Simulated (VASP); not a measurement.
SrO, 4 atoms in the cell. It takes space group P6_3/mmc (No. 194, hexagonal). The conventional cell has a = 3.600 Å, b = 3.600 Å, c = 6.299 Å, α = 90.00°, β = 90.00°, γ = 120.00°. Sr (site symmetry -6m2) has 6 O at 2.61 Å within 3.4 Å. O (site symmetry -3m) has 6 Sr at 2.61 Å and 2 O at 3.15 Å within 3.4 Å. 

| Item | Value |
| --- | --- |
| Program | VASP 6.6.1 |
| Task | single point |
| Functional | PBEsol |
| Dispersion | D3(BJ) |
| Potentials or basis | VASP PAW PBE potentials, release 64 (Sr_sv, O) |
| Cutoff | 600 eV |
| k mesh | 6 × 6 × 3 |
| Occupations | methfessel-paxton, width 0.02 eV |
| Spin | no spin polarisation |
| Dipole correction | no |
| Further INCAR settings | ALGO = Normal; EDIFF = 1e-06; NBANDS = 24 |

Potentials or basis: VASP PAW PBE potentials, release 64 (Sr_sv, O).

The run is started by

```console
$ cat potpaw_PBE.64/Sr_sv/POTCAR potpaw_PBE.64/O/POTCAR > POTCAR
$ mpirun -np 1 vasp_std > vasp.out
```

Hardware: 1 thread of Intel(R) Xeon(R) 6975P-C (Granite Rapids), on a shared host.

Task: How long does it take, and how much memory?

Result: Run time: 18 s on 1 thread of Intel(R) Xeon(R) 6975P-C (Granite Rapids), with other jobs on the host, peak memory 0.22 GiB. Counts: scf iterations 14, k points 14.
